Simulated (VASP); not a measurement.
Input of a VASP 6.6.1 run:

INCAR

```
SYSTEM = PbO
PREC = Accurate
ENCUT = 520
EDIFF = 1E-7
ISMEAR = 0
SIGMA = 0.02
LREAL = .FALSE.
LASPH = .TRUE.
NELM = 80
ALGO = Normal
ISIF = 2
LWAVE = .FALSE.
LCHARG = .FALSE.
LDIPOL = .TRUE.
IDIPOL = 3
DIPOL = 0.5 0.5 0.298
GGA = PE
NBANDS = 28
```

File KPOINTS:

```
Automatic mesh
0
G
  6 6 1
  0 0 0
```

File POSCAR:

```
PbO
1.0
    4.0487530006      0.0000000000      0.0000000000
    0.0000000000      4.0487530006      0.0000000000
    0.0000000000      0.0000000000     28.5226884000
Pb O
2 2
Direct
    0.0000000000      0.5000000000      0.3399117381
    0.5000000000      0.0000000000      0.2561050105
    0.0000000000      0.0000000000      0.2980083743
    0.5000000000      0.5000000000      0.2980083743
```

Potentials or basis: VASP PAW PBE potentials, release 64 (Pb_d, O).

The run is started by

```bash
$ cat potpaw_PBE.64/Pb_d/POTCAR potpaw_PBE.64/O/POTCAR > POTCAR
$ mpirun -np 1 vasp_std > vasp.out
```

Estimate the band gap on the k mesh.

2.48 eV, direct.

What does it give for the largest force?

0.035 eV/Å.

Forces on the atoms (eV/Å):
```
Pb   0.000  0.000  0.035
Pb   0.000  0.000 -0.035
O    0.000  0.000  0.000
O    0.000  0.000  0.000
```

Caveat: spin-orbit coupling is left out, which moves the levels of the heavy elements.
